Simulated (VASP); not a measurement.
Input of a VASP 6.6.1 run:

Contents of INCAR:

```
SYSTEM = MgSe
  PREC = Accurate
  ENCUT = 600
  EDIFF = 1E-6
  ISMEAR = 0
  SIGMA = 0.1
  LREAL = .False.
  LASPH = .True.
  NELM = 200
  ALGO = Normal
  ISIF = 2
  LWAVE = .False.
  LCHARG = .True.
  ISPIN = 2
  MAGMOM = 0 0
  LORBIT = 11
  GGA = PE
  LELF = .True.
  LVHAR = .True.
  NBANDS = 15
  GGA_COMPAT = .False.
```

Contents of KPOINTS:

```
Automatic mesh
0
Gamma
  2 2 2
  0 0 0
```

POSCAR

```
MgSe
1.0
    0.0000000000      2.7337235204      2.7337235204
    2.7337235204      0.0000000000      2.7337235204
    2.7337235204      2.7337235204      0.0000000000
Mg Se
1 1
Direct
    0.0000000000      0.0000000000      0.0000000000
    0.5000000000      0.5000000000      0.5000000000
```

Potentials or basis: VASP PAW PBE potentials, release 64 (Mg, Se).

The run is started by

```sh
$ cat potpaw_PBE.64/Mg/POTCAR potpaw_PBE.64/Se/POTCAR > POTCAR
$ mpirun -np 1 vasp_std > vasp.out
```

(1) Estimate the pressure.

(2) Estimate the net moment.

## Answers

(1) 7.9 GPa.

(2) 0.00 μB per cell.

Caveat: the k points lie up to 1.00 Å⁻¹ apart.
